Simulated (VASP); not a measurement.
# RbYP (Pmmm) in VASP: a series of runs

The runs below take RbYP through single point, relaxation of cell and atoms, with PBE.

Everything below comes from runs of VASP 6.6.1. Logs are shortened: lines on timing, memory, paths and dates and some standing lists are left out, and cuts for length are marked.

## 1. The cell of the first run

The structure is orthorhombic, space group Pmmm (No. 47). The conventional cell has a = 4.596 Å, b = 5.182 Å, c = 6.821 Å, α = 90.00°, β = 90.00°, γ = 90.00°. Rb (site symmetry mmm) has 4 Y at 4.11 Å and 4 Rb at 4.60 to 5.18 Å and 8 P at 4.86 Å within 5.4 Å. Y (site symmetry mmm) has 2 P at 2.59 Å within 3.4 Å. P (site symmetry mmm) has 2 Y at 2.59 Å within 3.4 Å.

The cell was built from a structure type or drawn by symmetry, and may not be a known phase.

## 2. Single point, PBE

Contents of INCAR:

```
SYSTEM = RbYP
PREC = Accurate ; ENCUT = 520
EDIFF = 1E-6 ; ISMEAR = 0
SIGMA = 0.1 ; LREAL = .False.
LASPH = .True. ; NELM = 100
ALGO = Normal ; ISIF = 2
LWAVE = .False. ; LCHARG = .True.
GGA = PE ; LELF = .True.
LVHAR = .True. ; NBANDS = 20
```

Contents of KPOINTS:

```
Automatic mesh
0
Gamma
  4 4 4
  0 0 0
```

Contents of POSCAR:

```
RbYP
1.0
    4.5955705147      0.0000000000      0.0000000000
    0.0000000000      5.1816680052      0.0000000000
    0.0000000000      0.0000000000      6.8208634818
Rb Y P
1 1 1
Direct
    0.5000000000      0.0000000000      0.5000000000
    0.0000000000      0.0000000000      0.0000000000
    0.0000000000      0.5000000000      0.0000000000
```

Potentials or basis: VASP PAW PBE potentials, release 64 (Rb_sv, Y_sv, P).

Run with:

```sh
$ cat potpaw_PBE.64/Rb_sv/POTCAR potpaw_PBE.64/Y_sv/POTCAR potpaw_PBE.64/P/POTCAR > POTCAR
$ mpirun -np 1 vasp_std > vasp.out
```

OUTCAR:

```text
SYSTEM = RbYP
   PREC = Accurate
   ENCUT = 520
   EDIFF = 1E-6
   ISMEAR = 0
   LREAL = .False.
   LASPH = .True.
   NELM = 100
   ISIF = 2
   GGA = PE

 ion  position               nearest neighbor table
   1  0.500  0.000  0.500-   2 4.11   2 4.11   2 4.11   2 4.11
   2  0.000  0.000  0.000-   3 2.59   3 2.59   1 4.11   1 4.11   1 4.11   1 4.11
   3  0.000  0.500  0.000-   2 2.59   2 2.59

  LATTYP: Found a simple orthorhombic cell.
 ALAT       =     4.5955705147
 B/A-ratio  =     1.1275353057
 C/A-ratio  =     1.4842256168

  Lattice vectors:

 A1 = (   4.5955705147,   0.0000000000,   0.0000000000)
 A2 = (   0.0000000000,   5.1816680052,   0.0000000000)
 A3 = (   0.0000000000,   0.0000000000,   6.8208634818)

Analysis of symmetry for initial positions (statically):
=====================================================================
 Subroutine PRICEL returns:
 Original cell was already a primitive cell.

 Routine SETGRP: Setting up the symmetry group for a
 simple orthorhombic supercell.

 Subroutine GETGRP returns: Found  8 space group operations
 (whereof  8 operations were pure point group operations)
 out of a pool of  8 trial point group operations.

The static configuration has the point symmetry D_2h.

Analysis of symmetry for dynamics (positions and initial velocities):
=====================================================================
 Subroutine PRICEL returns:
 Original cell was already a primitive cell.

 Routine SETGRP: Setting up the symmetry group for a
 simple orthorhombic supercell.

 Subroutine GETGRP returns: Found  8 space group operations
 (whereof  8 operations were pure point group operations)
 out of a pool of  8 trial point group operations.

The dynamic configuration has the point symmetry D_2h.

 Subroutine INISYM returns: Found  8 space group operations
 (whereof  8 operations are pure point group operations),
 and found     1 'primitive' translations

----------------------------------------------------------------------------------------

                                     Primitive cell

  volume of cell :     162.4233

  direct lattice vectors                    reciprocal lattice vectors
     4.595570515  0.000000000  0.000000000     0.217600839  0.000000000  0.000000000
[... 84 lines left out ...]
   LSORBIT =      F    spin-orbit coupling
   LASPH  =      T    aspherical Exc in radial PAW
   ENCUT  =  520.0 eV  38.22 Ry    6.18 a.u.   8.54  9.63 12.68*2*pi/ulx,y,z
   NELM   =    100;   NELMIN=  2; NELMDL= -5     # of ELM steps
   EDIFF  = 0.1E-05   stopping-criterion for ELM
   LREAL  =      F    real-space projection
   EDIFFG = 0.1E-04   stopping-criterion for IOM
   NSW    =      0    number of steps for IOM
   IBRION =     -1    ionic relax: 0-MD 1-quasi-New 2-CG
   NFREE  =      0    steps in history (QN), initial steepest desc. (CG)
   ISIF   =      2    stress and relaxation
   ISYM   =      2    0-nonsym 1-usesym 2-fastsym
   POTIM  = 0.5000    time-step for ionic-motion
   TEBEG  =    0.0;   TEEND  =   0.0 temperature during run
   PSTRESS=    0.0 pullay stress
   NELECT =      25.0000    total number of electrons
   NUPDOWN=      -1.0000    fix difference up-down
   EMIN   =  10.00;   EMAX   =-10.00  energy-range for DOS
   EFERMI =   0.00;   METHOD = LEGACY
   ISMEAR =     0;   SIGMA  =   0.10  broadening in eV -4-tet -1-fermi 0-gaus
   EFERMI_NEDOS =   21; number of points for ismear=-14 and -15
   IALGO  =     38    algorithm
   IMIX   =      4    mixing-type and parameters
     AMIX     =   0.40;   BMIX     =  1.00
     AMIX_MAG =   1.60;   BMIX_MAG =  1.00
  volume/ion in A,a.u.               =      54.14       365.36
  Fermi-wavevector in a.u.,A,eV,Ry     =   0.877348  1.657948 10.472949  0.769740
  Thomas-Fermi vector in A             =   1.997284
   LORBIT       =      0    0 simple, 1 ext, 2 COOP (PROOUT), +10 PAW based schemes
   GGA     = PE    functional components
   LHFCALC =     F    Hartree Fock is set to
   AEXX    =    0.0000 exact exchange contribution
   IVDW    =     0    specifies the selected vdW correction
   LEPSILON=     F    determine dielectric tensor
   LRPA    =     F    only Hartree local field effects (RPA)
 non-spin polarized calculation
 Gauss-broadening in eV      SIGMA  =   0.10
  energy-cutoff  :      520.00
  volume of cell :      162.42
 maximum number of plane-waves:      4398
 NGX is ok and might be reduce to    36
   NGX = 17   NGY = 19   NGZ = 25

 number of electron      25.0000000 magnetization

 Free energy of the ion-electron system (eV)
  ---------------------------------------------------
  ext. energy  EPLUGINS =         0.00000000
  ---------------------------------------------------
  free energy    TOTEN  =       -11.96824874 eV

  energy without entropy =      -11.96051875  energy(sigma->0) =      -11.96438375

 E-fermi :   0.4279     XC(G=0):  -6.5602

 val. band max:        0.4049830597   @ k =   0.5000   0.0000   0.5000
 cond. band min:       0.4602829790   @ k =   0.2500   0.0000   0.2500
 fundamental gap:      0.0552999192
 Fermi energy:         0.4278979381

 k-point     1 :       0.0000    0.0000    0.0000
  band No.  band energies     occupation
      1     -42.8335      2.00000
      2     -28.1655      2.00000
      3     -23.0296      2.00000
      4     -22.9490      2.00000
      5     -22.5175      2.00000
      6     -12.2567      2.00000
[... 541 lines left out ...]
     19       3.6893      0.00000
     20       4.0613      0.00000

 [... further k-points ...]

------------------------ aborting loop because EDIFF is reached ----------------------------------------

  FORCE on cell =-STRESS in cart. coord.  units (eV):
  Direction    XX          YY          ZZ          XY          YZ          ZX
  --------------------------------------------------------------------------------------
  -------------------------------------------------------------------------------------
  Total        0.0102748     -0.0416415      0.0122541      0.0000000      0.0000000      0.0000000
  in kB        0.1013528     -0.4107604      0.1208769      0.0000000      0.0000000      0.0000000
  external PRESSURE =      -0.0628435 kB  Pullay stress =       0.0000000 kB

 VOLUME and BASIS-vectors are now :
 -----------------------------------------------------------------------------
  energy-cutoff  :      520.00
  volume of cell :      162.42
      direct lattice vectors                 reciprocal lattice vectors
     4.595570515  0.000000000  0.000000000     0.217600839  0.000000000  0.000000000
     0.000000000  5.181668005  0.000000000     0.000000000  0.192988049  0.000000000
     0.000000000  0.000000000  6.820863482     0.000000000  0.000000000  0.146609004

 POSITION                                       TOTAL-FORCE (eV/Angst)
 -----------------------------------------------------------------------------------
      2.29779      0.00000      3.41043         0.000000      0.000000      0.000000
      0.00000      0.00000      0.00000         0.000000      0.000000      0.000000
      0.00000      2.59083      0.00000         0.000000      0.000000      0.000000
 -----------------------------------------------------------------------------------
    total drift:                                0.000000     -0.000000      0.000000

  FREE ENERGIE OF THE ION-ELECTRON SYSTEM (eV)
  ---------------------------------------------------
  free  energy   TOTEN  =       -11.9682487449 eV

  energy  without entropy=      -11.9605187543  energy(sigma->0) =      -11.96438375
```

Run time: 59 s. Hardware: 1 thread of AMD EPYC 9R45 (Zen 5), shared host; peak memory 0.29 GiB.

What came out:

```yaml
Free_energy: -11.9682 eV
Pressure: 0.0 GPa
Band_gap_on_the_k_mesh: zero (an odd number of electrons rules out a gap without spin polarisation)
```

Levels at points of the mesh, in eV from the Fermi level:
| k point | band 10 | band 11 | band 12 | band 13 | band 14 | band 15 |
| --- | --- | --- | --- | --- | --- | --- |
| (0.00, 0.00, 0.00) | -1.45 | -0.88 | -0.26 | 0.23 | 0.25 | 1.31 |
| (0.50, 0.00, 0.00) | -1.44 | -0.66 | -0.05 | 0.25 | 0.91 | 1.26 |
| (0.00, 0.50, 0.00) | -2.95 | -1.49 | -0.86 | -0.61 | 0.50 | 1.66 |
| (0.50, 0.50, 0.00) | -2.63 | -1.68 | -1.23 | 0.58 | 0.82 | 1.11 |
| (0.00, 0.00, 0.50) | -1.59 | -0.59 | -0.27 | 0.24 | 1.07 | 1.31 |
| (0.50, 0.00, 0.50) | -1.26 | -0.79 | -0.02 | 0.20 | 0.26 | 1.20 |
| (0.00, 0.50, 0.50) | -2.85 | -1.58 | -0.60 | -0.24 | 0.20 | 1.21 |
| (0.50, 0.50, 0.50) | -2.64 | -1.70 | -1.39 | 0.44 | 0.52 | 1.53 |

## 3. Relaxation of cell and atoms, PBE

This run uses another cell than the first one, of 30.27 Å³/atom.

Contents of INCAR:

```
SYSTEM = RbYP
  ALGO = Fast
  EDIFF = 1E-6
  EDIFFG = -0.04
  ENCUT = 600
  GGA = PE
  IBRION = 2
  ISIF = 3
  ISMEAR = 0
  LASPH = .TRUE.
  LCHARG = .FALSE.
  LREAL = .FALSE.
  LWAVE = .FALSE.
  NELM = 100
  NSW = 90
  PREC = Accurate
  SIGMA = 0.1
```

Contents of KPOINTS:

```
k-points
0
G
  4 4 4
  0 0 0
```

Contents of POSCAR:

```
RbYP
1.0
    4.0638231100      0.0000000000      0.0000000000
    0.0000000000      4.2271855800      0.0000000000
    0.0000000000      0.0000000000      5.2859716000
Rb Y P
1 1 1
Direct
    0.5000000000      0.0000000000      0.5000000000
    0.0000000000      0.0000000000      0.0000000000
    0.0000000000      0.5000000000      0.0000000000
```

Potentials or basis: VASP PAW PBE potentials, release 64 (Rb_sv, Y_sv, P).

Run with:

```sh
$ cat potpaw_PBE.64/Rb_sv/POTCAR potpaw_PBE.64/Y_sv/POTCAR potpaw_PBE.64/P/POTCAR > POTCAR
$ mpirun -np 1 vasp_std > vasp.out
```

Run time: 28 min. Hardware: 1 thread of AMD EPYC 9R45 (Zen 5), shared host; peak memory 0.26 GiB.

The run converged. Its results:

| Property | Result |
| --- | --- |
| Free energy | -11.9625 eV |
| Relaxed volume | 54.48 Å³/atom |
| Relaxed cell | a = 4.650 Å, b = 5.184 Å, c = 6.780 Å, α = 90.00°, β = 90.00°, γ = 90.00° |
| Space group after relaxing (to 0.1 Å) | Pmmm (No. 47) |
| Pressure after relaxing | -0.1 GPa |
| Band gap on the k mesh | zero (an odd number of electrons rules out a gap without spin polarisation) |

Stress tensor (GPa, compression positive):
```
-0.08  0.00  0.00
 0.00 -0.10  0.00
 0.00  0.00  0.02
```

Final structure:
```cif
data_structure
_symmetry_space_group_name_H-M 'P 1'
_symmetry_Int_Tables_number 1
_cell_length_a 4.6501
_cell_length_b 5.1840
_cell_length_c 6.7801
_cell_angle_alpha 90.000
_cell_angle_beta 90.000
_cell_angle_gamma 90.000
_cell_volume 163.44
loop_
_atom_site_label
_atom_site_type_symbol
_atom_site_fract_x
_atom_site_fract_y
_atom_site_fract_z
_atom_site_occupancy
Rb1 Rb 0.50000 0.00000 0.50000 1
Y1 Y 0.00000 0.00000 0.00000 1
P1 P 0.00000 0.50000 0.00000 1
```

Levels at points of the mesh, in eV from the Fermi level:
```csv
k point,band 10,band 11,band 12,band 13,band 14,band 15
"(0.00, 0.00, 0.00)",-1.43,-0.85,-0.25,0.21,0.25,1.33
"(0.50, 0.00, 0.00)",-1.43,-0.65,-0.06,0.24,0.94,1.28
"(0.00, 0.50, 0.00)",-2.93,-1.47,-0.84,-0.64,0.52,1.62
"(0.50, 0.50, 0.00)",-2.63,-1.66,-1.22,0.57,0.81,1.14
"(0.00, 0.00, 0.50)",-1.57,-0.56,-0.26,0.20,1.09,1.35
"(0.50, 0.00, 0.50)",-1.23,-0.80,-0.03,0.22,0.27,1.21
"(0.00, 0.50, 0.50)",-2.83,-1.56,-0.63,-0.21,0.23,1.23
"(0.50, 0.50, 0.50)",-2.64,-1.67,-1.39,0.45,0.54,1.54
```

Caveat: the k points lie up to 0.34 Å⁻¹ apart in the final cell, too coarse for converged energies and pressures of a metal; the volume moved by over 15 % at a fixed basis, so the end points are rough.
